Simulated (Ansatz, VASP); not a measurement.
One calculation of Hf, two programs

INCAR

```
SYSTEM = Hf
  ALGO = Normal
  EDIFF = 1E-8
  ENCUT = 400
  GGA = PE
  GGA_COMPAT = .False.
  ISIF = 2
  ISMEAR = -1
  LASPH = .True.
  LCHARG = .False.
  LEFG = .True.
  LREAL = .False.
  LWAVE = .False.
  NBANDS = 11
  NELM = 120
  PREC = Accurate
  SIGMA = 0.03
```

Contents of KPOINTS:

```
k-points
0
Gamma
  13 13 13
  0 0 0
```

POSCAR

```
Hf
1.0
    0.0000000000      2.2635404658      2.2635404658
    2.2635404658      0.0000000000      2.2635404658
    2.2635404658      2.2635404658      0.0000000000
Hf
1
Direct
    0.0000000000      0.0000000000      0.0000000000
```

Input for Ansatz:

```yaml
crystal:
  lattice:
    - [0.0, 2.2635404658, 2.2635404658]
    - [2.2635404658, 0.0, 2.2635404658]
    - [2.2635404658, 2.2635404658, 0.0]
  atoms:
    - { symbol: Hf, position: [0.0, 0.0, 0.0] }
kpoints:
  mp_grid: { grid: [13, 13, 13] }
scf:
  occupations: { method: fermi_dirac, width: 0.03 }
hamiltonian:
  xc: pbe
  pseudopotentials: { kind: all_electron, datasets: crystal }
output:
  forces: true
  stress: true
  eigenvalues: true
  efg: { contact_densities: true }
```

Change from the starting cell: volume scaled by 1.06, crystal datasets.

Alike in both runs: task electric field gradients; functional PBE; k mesh 13 × 13 × 13; occupations fermi-dirac, width 0.03 eV; no spin polarisation.

|  | VASP | Ansatz |
| --- | --- | --- |
| version | VASP 6.6.1 | Ansatz 0.2.0 |
| potentials or method | VASP PAW PBE potentials, release 64 (Hf_pv), cutoff 400 eV | all-electron PAW with datasets made for the crystal, scalar-relativistic |

|  | VASP | Ansatz | Ansatz less VASP |
| --- | --- | --- | --- |
| pressure (GPa) | -3.3 | -2.8 | +0.50 |

Ansatz ran all-electron here, and VASP with PAW potentials.

Spin-orbit coupling is off throughout.
